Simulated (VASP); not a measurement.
# Zn7S8 (a cell with a defect) in VASP: single point with PBE

Aim: the single point of Zn7S8 (a cell with a defect) with PBE.

All numbers are computed with VASP 6.6.1; they aren't measurements. Logs are shortened: lines on timing, memory, paths and dates and some standing lists are left out, and cuts for length are marked.

## 1. The cell of the first run

The cell holds a defect, 30 atoms: a = 6.662 Å, b = 9.707 Å, c = 10.176 Å, α = 85.71°, β = 70.89°, γ = 76.78°.

## 2. Single point, PBE

File INCAR:

```
  PREC = Accurate
  ENCUT = 520
  EDIFF = 1E-6
  ISMEAR = 0
  SIGMA = 0.01
  LREAL = Auto
  LASPH = True
  NELM = 80
  ALGO = Normal
  ISIF = 2
  LWAVE = False
  LCHARG = False
  GGA = PE
  NBANDS = 153
  NELECT = 262.0
```

File KPOINTS:

```
regular mesh
0
Gamma
  2 2 2
```

File POSCAR:

```
Zn7S8
1.0
    5.7693065645     -3.3309106981      0.0000000000
    1.9231021882     -1.1103035660     -9.4492875731
    7.6924087527      6.6618213961      0.0000000000
S Zn
16 14
Direct
    1.0239756478     -0.0112514946      1.0001984229
    0.0976352017      0.7598000083      1.0003834509
    0.4865951078      0.7466884829      0.2018252978
    0.8870809822      0.7525354405      0.4035016435
    0.2903733237      0.7524940759      0.5974083350
    0.6884515875      0.7467631057      0.7992501032
    0.5255527009      0.4123615115      1.0004843061
    0.9250536295      0.4197424246      0.2013579623
    0.3263034561      0.4163984818      0.4021991487
    0.7279321334      0.4164894809      0.5988691420
    0.1260711556      0.4197026995      0.7996668479
    0.2981846395      0.0703064870      1.0003605629
    0.6843866679      0.0890258113      0.2144291811
    0.1005438436      0.0870705592      0.3980699367
    0.4985175982      0.0869820435      0.6028709291
    0.8990022735      0.0890384441      0.7863171446
    0.3966899277     -0.0093809517      0.2133301259
    0.7958262357      0.0001046479      0.4071577720
    0.2030500338      0.0000804446      0.5934567546
    0.6097739729     -0.0092457581      0.7877611992
    0.2082993293      0.3502441351      1.0005634316
    0.6170467377      0.3393551491      0.2031246559
    0.0232752150      0.3354834339      0.4010243500
    0.4239115102      0.3353618806      0.5999832569
    0.8196015815      0.3395852668      0.7979237997
    0.4711226429      0.6590834728      1.0004123445
    0.8342128042      0.6664015223      0.2159195138
    0.2454554095      0.6635166266      0.4025177320
    0.6477654933      0.6636529762      0.5986212533
    0.0502460717      0.6664830285      0.7852508820
```

Potentials or basis: VASP PAW PBE potentials, release 64 (S, Zn).

Command:

```sh
$ cat potpaw_PBE.64/S/POTCAR potpaw_PBE.64/Zn/POTCAR > POTCAR
$ mpirun -np 1 vasp_std > vasp.out
```

OUTCAR:

```text
PREC = Accurate
   ENCUT = 520
   EDIFF = 1E-6
   ISMEAR = 0
   LREAL = Auto
   LASPH = True
   NELM = 80
   ISIF = 2
   GGA = PE
   NELECT = 262.0

 ion  position               nearest neighbor table
   1  0.024  0.989  0.000-  12 2.15   2 2.16  16 2.62  13 2.63
   2  0.098  0.760  0.000-   1 2.16  26 2.46  30 2.57  27 2.57
   3  0.487  0.747  0.202-  17 2.31  27 2.32  26 2.32  28 2.37
   4  0.887  0.753  0.404-  27 2.30  18 2.34  28 2.34  29 2.35
   5  0.290  0.752  0.597-  30 2.30  19 2.34  29 2.34  28 2.35
   6  0.688  0.747  0.799-  20 2.31  30 2.32  26 2.32  29 2.37
[... 22 lines left out ...]
  29  0.648  0.664  0.599-  10 2.34   5 2.34   4 2.35   6 2.37
  30  0.050  0.666  0.785-   5 2.30   6 2.32  11 2.34   2 2.57

  LATTYP: Found a base centered monoclinic cell.
 ALAT       =     6.6618213961
 B/A-ratio  =     2.8867513459
 C/A-ratio  =     1.4570648061
 COS(beta)  =    -0.2287704239

  Lattice vectors:

 A1 = (  -7.6924087527,  -6.6618213961,   0.0000000000)
 A2 = (   1.9231021882,   9.9927320942,   0.0000000000)
 A3 = (   1.9231021882,  -1.1103035660,  -9.4492875731)

Analysis of symmetry for initial positions (statically):
=====================================================================
 Subroutine PRICEL returns:
 Original cell was already a primitive cell.

 Routine SETGRP: Setting up the symmetry group for a
 base centered monoclinic supercell.

 Subroutine GETGRP returns: Found  1 space group operations
 (whereof  1 operations were pure point group operations)
 out of a pool of  4 trial point group operations.

The static configuration has the point symmetry C_1 .

Analysis of symmetry for dynamics (positions and initial velocities):
=====================================================================
 Subroutine PRICEL returns:
 Original cell was already a primitive cell.

 Routine SETGRP: Setting up the symmetry group for a
 base centered monoclinic supercell.

 Subroutine GETGRP returns: Found  1 space group operations
 (whereof  1 operations were pure point group operations)
 out of a pool of  4 trial point group operations.

The dynamic configuration has the point symmetry C_1 .

 Subroutine INISYM returns: Found  1 space group operations
 (whereof  1 operations are pure point group operations),
 and found     1 'primitive' translations

----------------------------------------------------------------------------------------

                                     Primitive cell

  volume of cell :     605.2913

  direct lattice vectors                    reciprocal lattice vectors
     5.769306564 -3.330910698  0.000000000     0.103998634 -0.120087278  0.035276028
     1.923102188 -1.110303566 -9.449287573     0.000000000  0.000000000 -0.105828084
     7.692408753  6.661821396  0.000000000     0.051999317  0.090065459  0.000000000

  length of vectors
     6.661821396  9.706705501 10.176100271     0.162730048  0.105828084  0.103998634

  position of ions in fractional coordinates (direct lattice)
     0.023975648  0.988748505  0.000198423
     0.097635202  0.759800008  0.000383451
     0.486595108  0.746688483  0.201825298
     0.887080982  0.752535440  0.403501644
     0.290373324  0.752494076  0.597408335
     0.688451587  0.746763106  0.799250103
[... 22 lines left out ...]
     0.647765493  0.663652976  0.598621253
     0.050246072  0.666483028  0.785250882

  ion indices of the primitive-cell ions
   primitive index   ion index
                 1           1
                 2           2
                 3           3
                 4           4
                 5           5
                 6           6
[... 22 lines left out ...]
                29          29
                30          30

----------------------------------------------------------------------------------------

 KPOINTS: regular mesh

Automatic generation of k-mesh.
 Grid dimensions read from file:
 generate k-points for:    2    2    2

 Generating k-lattice:

  Cartesian coordinates                     Fractional coordinates (reciprocal lattice)
     0.051999317 -0.060043639  0.017638014     0.500000000  0.000000000 -0.000000000
     0.000000000  0.000000000 -0.052914042     0.000000000  0.500000000  0.000000000
     0.025999658  0.045032729  0.000000000     0.000000000 -0.000000000  0.500000000

  Length of vectors
     0.081365024  0.052914042  0.051999317

  Shift w.r.t. Gamma in fractional coordinates (k-lattice)
     0.000000000  0.000000000  0.000000000

 Subroutine IBZKPT returns following result:
 ===========================================

 Found      8 irreducible k-points:

 Following reciprocal coordinates:
            Coordinates               Weight
  0.000000  0.000000  0.000000      1.000000
  0.500000  0.000000 -0.000000      1.000000
  0.500000  0.000000  0.500000      1.000000
  0.000000  0.500000  0.000000      1.000000
  0.500000  0.500000 -0.000000      1.000000
  0.500000  0.500000  0.500000      1.000000
  0.000000 -0.000000  0.500000      1.000000
  0.000000  0.500000  0.500000      1.000000
   k-points           NKPTS =      8   k-points in BZ     NKDIM =      8   number of bands    NBANDS=    153
   number of dos      NEDOS =    301   number of ions     NIONS =     30
   total plane-waves  NPLWV = 288000
   dimension x,y,z NGX =    50 NGY =   72 NGZ =   80
   dimension x,y,z NGXF=   100 NGYF=  144 NGZF=  160
   ions per type =              16  14
   NGX,Y,Z   is equivalent  to a cutoff of  12.48, 12.33, 13.07 a.u.
   NGXF,Y,Z  is equivalent  to a cutoff of  24.96, 24.66, 26.14 a.u.
 SYSTEM =  unknown system
   PREC   = accura    normal or accurate (medium, high low for compatibility)
   ISTART =      0    job   : 0-new  1-cont  2-samecut
   ICHARG =      2    charge: 1-file 2-atom 10-const
   ISPIN  =      1    spin polarized calculation?
   LNONCOLLINEAR =      F non collinear calculations
   LSORBIT =      F    spin-orbit coupling
   LASPH  =      T    aspherical Exc in radial PAW
   ENCUT  =  520.0 eV  38.22 Ry    6.18 a.u.  12.39 18.05 18.92*2*pi/ulx,y,z
   NELM   =     80;   NELMIN=  2; NELMDL= -5     # of ELM steps
   EDIFF  = 0.1E-05   stopping-criterion for ELM
   LREAL  =      T    real-space projection
   EDIFFG = 0.1E-04   stopping-criterion for IOM
   NSW    =      0    number of steps for IOM
   IBRION =     -1    ionic relax: 0-MD 1-quasi-New 2-CG
   NFREE  =      0    steps in history (QN), initial steepest desc. (CG)
   ISIF   =      2    stress and relaxation
   ISYM   =      2    0-nonsym 1-usesym 2-fastsym
   POTIM  = 0.5000    time-step for ionic-motion
   TEBEG  =    0.0;   TEEND  =   0.0 temperature during run
   PSTRESS=    0.0 pullay stress
   NELECT =     262.0000    total number of electrons
   NUPDOWN=      -1.0000    fix difference up-down
   EMIN   =  10.00;   EMAX   =-10.00  energy-range for DOS
   EFERMI =   0.00;   METHOD = LEGACY
   ISMEAR =     0;   SIGMA  =   0.01  broadening in eV -4-tet -1-fermi 0-gaus
   EFERMI_NEDOS =   21; number of points for ismear=-14 and -15
   IALGO  =     38    algorithm
   IMIX   =      4    mixing-type and parameters
     AMIX     =   0.40;   BMIX     =  1.00
     AMIX_MAG =   1.60;   BMIX_MAG =  1.00
  volume/ion in A,a.u.               =      20.18       136.16
  Fermi-wavevector in a.u.,A,eV,Ry     =   1.238380  2.340198 20.865677  1.533584
  Thomas-Fermi vector in A             =   2.372907
   LORBIT       =      0    0 simple, 1 ext, 2 COOP (PROOUT), +10 PAW based schemes
   GGA     = PE    functional components
   LHFCALC =     F    Hartree Fock is set to
   AEXX    =    0.0000 exact exchange contribution
   IVDW    =     0    specifies the selected vdW correction
   LEPSILON=     F    determine dielectric tensor
   LRPA    =     F    only Hartree local field effects (RPA)
 non-spin polarized calculation
 Gauss-broadening in eV      SIGMA  =   0.01
  energy-cutoff  :      520.00
  volume of cell :      605.29
 maximum number of plane-waves:     16340
 NGX is ok and might be reduce to    50
   NGX = 25   NGY = 37   NGZ = 37

 number of electron     261.9999992 magnetization

 Free energy of the ion-electron system (eV)
  ---------------------------------------------------
  ext. energy  EPLUGINS =         0.00000000
  ---------------------------------------------------
  free energy    TOTEN  =      -106.72534752 eV

  energy without entropy =     -106.72534752  energy(sigma->0) =     -106.72534752

 E-fermi :   2.1420     XC(G=0):  -9.4462

 val. band max:        2.0349793114   @ k =   0.0000   0.0000   0.0000
 cond. band min:       2.5452658636   @ k =   0.5000   0.5000   0.5000
 fundamental gap:      0.5102865522
 Fermi energy:         2.1420438668

 k-point     1 :       0.0000    0.0000    0.0000
  band No.  band energies     occupation
      1     -13.7119      2.00000
      2     -11.0729      2.00000
      3     -10.7905      2.00000
      4     -10.3612      2.00000
      5     -10.3356      2.00000
      6     -10.2822      2.00000
[... 135 lines left out ...]
    142       6.8142      0.00000
    143       6.8649      0.00000

 k-point     2 :       0.5000    0.0000   -0.0000
  band No.  band energies     occupation
      1     -13.6953      2.00000
      2     -11.0828      2.00000
      3     -10.5614      2.00000
      4     -10.4058      2.00000
      5     -10.2680      2.00000
      6     -10.2326      2.00000
[... 1011 lines left out ...]
    142       6.4827      0.00000
    143       6.6473      0.00000
 [bands above 143 left out]

------------------------ aborting loop because EDIFF is reached ----------------------------------------

  FORCE on cell =-STRESS in cart. coord.  units (eV):
  Direction    XX          YY          ZZ          XY          YZ          ZX
  --------------------------------------------------------------------------------------
  -------------------------------------------------------------------------------------
  Total      -11.9747010    -10.4120333    -14.0105306      1.2761367     -0.9505316      1.6132868
  in kB      -31.6964659    -27.5601586    -37.0852105      3.3778732     -2.5160120      4.2702937
  external PRESSURE =     -32.1139450 kB  Pullay stress =       0.0000000 kB

 VOLUME and BASIS-vectors are now :
 -----------------------------------------------------------------------------
  energy-cutoff  :      520.00
  volume of cell :      605.29
      direct lattice vectors                 reciprocal lattice vectors
     5.769306564 -3.330910698  0.000000000     0.103998634 -0.120087278  0.035276028
     1.923102188 -1.110303566 -9.449287573     0.000000000  0.000000000 -0.105828084
     7.692408753  6.661821396  0.000000000     0.051999317  0.090065459  0.000000000

 POSITION                                       TOTAL-FORCE (eV/Angst)
 -----------------------------------------------------------------------------------
      2.04131     -1.17635     -9.34297         0.077279     -0.039503      0.046544
      2.02741     -1.16627     -7.17957        -0.008467      0.005615     -0.080773
      5.79580     -1.10533     -7.05567        -0.003191     -0.003560     -0.004026
      9.66894     -1.10227     -7.11092         0.002829     -0.006365     -0.001889
      7.71788      2.17712     -7.11053         0.003706     -0.001790     -0.004831
     11.55615      2.20216     -7.05638        -0.004607      0.003756     -0.002045
[... 22 lines left out ...]
      9.61827      1.09340     -6.27105        -0.004930     -0.005300      0.007763
      7.61207      4.32384     -6.29779        -0.004365     -0.006137      0.009562
 -----------------------------------------------------------------------------------
    total drift:                                0.004007      0.000780     -0.004739

  FREE ENERGIE OF THE ION-ELECTRON SYSTEM (eV)
  ---------------------------------------------------
  free  energy   TOTEN  =      -106.7253475157 eV

  energy  without entropy=     -106.7253475157  energy(sigma->0) =     -106.72534752
```

Wall time 21 min (1 thread of Intel Xeon Platinum 8488C (Sapphire Rapids), shared host); peak memory 0.85 GiB.

Results:

```
Free energy   : -106.7253 eV
Largest force : 0.101 eV/Å
```

Forces in eV/Å, atoms in the order of the input:
```
S    0.077 -0.040  0.047
S   -0.008  0.006 -0.081
S   -0.003 -0.004 -0.004
S    0.003 -0.006 -0.002
S    0.004 -0.002 -0.005
S   -0.005  0.004 -0.002
S    0.004  0.001 -0.001
S   -0.002 -0.001  0.006
S   -0.002  0.000 -0.003
S   -0.001 -0.002 -0.001
S    0.001  0.002  0.002
S   -0.086  0.050  0.014
S    0.006 -0.005 -0.003
S   -0.004 -0.007  0.004
S    0.000  0.008  0.002
S    0.009  0.004 -0.007
Zn   0.007  0.002 -0.002
Zn  -0.001  0.006 -0.006
Zn  -0.008  0.001 -0.003
Zn   0.001 -0.011  0.004
Zn   0.002 -0.004  0.006
Zn  -0.005  0.000  0.000
Zn   0.000  0.001 -0.003
Zn   0.000  0.004 -0.006
Zn   0.001 -0.001  0.005
Zn   0.005 -0.003  0.011
Zn   0.007  0.003  0.005
Zn   0.008  0.006  0.007
Zn  -0.005 -0.005  0.008
Zn  -0.004 -0.006  0.010
```

Levels at points of the mesh, in eV from the Fermi level:
| k point | band 127 | band 128 | band 129 | band 130 | band 131 | band 132 | band 133 | band 134 | band 135 | band 136 |
| --- | --- | --- | --- | --- | --- | --- | --- | --- | --- | --- |
| (0.00, 0.00, 0.00) | -0.71 | -0.53 | -0.17 | -0.15 | -0.11 | 0.52 | 1.44 | 1.97 | 2.30 | 3.27 |
| (0.50, 0.00, 0.00) | -0.87 | -0.83 | -0.77 | -0.70 | -0.33 | 0.43 | 1.48 | 1.93 | 3.45 | 3.77 |
| (0.50, 0.00, 0.50) | -0.87 | -0.83 | -0.77 | -0.70 | -0.33 | 0.43 | 1.48 | 1.93 | 3.45 | 3.77 |
| (0.00, 0.50, 0.00) | -0.54 | -0.47 | -0.40 | -0.35 | -0.23 | 0.57 | 1.41 | 1.92 | 3.10 | 3.23 |
| (0.50, 0.50, 0.00) | -0.92 | -0.87 | -0.85 | -0.74 | -0.34 | 0.40 | 1.44 | 1.93 | 3.39 | 3.74 |
| (0.50, 0.50, 0.50) | -0.92 | -0.87 | -0.85 | -0.74 | -0.34 | 0.40 | 1.44 | 1.93 | 3.39 | 3.74 |
| (0.00, 0.00, 0.50) | -0.72 | -0.62 | -0.41 | -0.22 | -0.20 | 0.59 | 1.39 | 2.02 | 3.25 | 3.34 |
| (0.00, 0.50, 0.50) | -0.85 | -0.71 | -0.70 | -0.50 | -0.27 | 0.55 | 1.37 | 2.00 | 3.53 | 3.79 |

Caveat: the k points lie up to 0.51 Å⁻¹ apart; the cell carries a net charge on a neutralising background, which shifts energy and pressure; the cell is charged against a uniform background, so pressure and absolute levels hang on convention.
